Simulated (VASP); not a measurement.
Here is a VASP 6.6.1 calculation.

File INCAR:

```
  PREC = Accurate
  ENCUT = 520
  EDIFF = 1E-7
  ISMEAR = 0
  SIGMA = 0.1
  LREAL = F
  LASPH = T
  NELM = 100
  ALGO = Normal
  ISIF = 2
  LWAVE = F
  LCHARG = F
  GGA = PS
  NBANDS = 22
```

The input KPOINTS:

```
regular mesh
0
Gamma
  14 14 14
```

POSCAR

```
Zn2S
1.0
    0.0000000000      2.6546770704      2.6546770704
    2.6546770704      0.0000000000      2.6546770704
    2.6546770704      2.6546770704      0.0000000000
Zn S
2 1
Direct
    0.7500000000      0.7500000000      0.7500000000
    0.2500000000      0.2500000000      0.2500000000
    0.0000000000      0.0000000000      0.0000000000
```

Potentials or basis: VASP PAW PBE potentials, release 64 (Zn, S).

The run is started by

```console
$ cat potpaw_PBE.64/Zn/POTCAR potpaw_PBE.64/S/POTCAR > POTCAR
$ mpirun -np 1 vasp_std > vasp.out
```

Question: Predict the band gap on the k mesh.

Answer: Zero (band 15 reaches 9.04 eV, above the bottom of band 16 at 6.36 eV).

Question: Estimate the pressure.

Answer: 53.4 GPa.

Caveat: the cell differs from its parent crystal (Cu replaced by Zn, lengths x 0.967, strained); the PAW data sets were made with another functional, which shifts forces and pressure a little.
